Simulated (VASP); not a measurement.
## ZnSe: single point with r2SCAN

Crystal: ZnSe.

```xyz
2
Lattice="0.0000 2.8329 2.9463 2.8329 0.0000 2.9463 2.8329 2.8329 0.0000" Properties=species:S:1:pos:R:3 pbc="T T T"
Zn    0.0000    0.0000    0.0000
Se    4.2494    4.2494    4.4194
```

This cell differs from its parent crystal: strain +0.000 along x and y, +0.040 along z.

```json
{
 "Program": "VASP 6.6.1",
 "Task": "single point",
 "Functional": "r2SCAN",
 "Potentials or basis": "VASP PAW PBE potentials, release 64 (Zn, Se)",
 "Cutoff": "520 eV",
 "k mesh": "8 × 8 × 8",
 "Occupations": "gaussian, width 0.05 eV",
 "Spin": "no spin polarisation",
 "Dipole correction": "no",
 "Further INCAR settings": "ALGO = Normal; EDIFF = 1e-07; NBANDS = 16"
}
```

```json
{"Pressure": "-2.3 GPa", "Band gap on the k mesh": "1.64 eV, direct"}
```

Stress tensor (GPa, compression positive):
```
-1.78  0.00  0.00
 0.00 -1.78  0.00
 0.00  0.00 -3.34
```

Levels at points of the mesh, in eV from the valence-band top:
| k point | band 7 | band 8 | band 9 | band 10 | band 11 | band 12 |
| --- | --- | --- | --- | --- | --- | --- |
| (0.00, 0.00, 0.00) | -0.16 | 0.00 | 0.00 | 1.64 | 6.28 | 6.28 |
| (0.50, 0.00, 0.00) | -5.10 | -0.99 | -0.76 | 2.91 | 6.70 | 6.98 |
| (0.50, 0.50, 0.00) | -4.82 | -2.00 | -2.00 | 3.49 | 4.07 | 10.89 |
| (0.50, 0.00, 0.50) | -4.59 | -2.24 | -2.17 | 3.31 | 3.70 | 11.26 |

It took 100 s on 1 thread of Intel(R) Xeon(R) 6975P-C (Granite Rapids), on a shared host, peak memory 0.19 GiB.

Caveat: the cell differs from its parent crystal (strain +0.000 along x and y, +0.040 along z); the PAW data sets were made with another functional, which shifts forces and pressure a little.
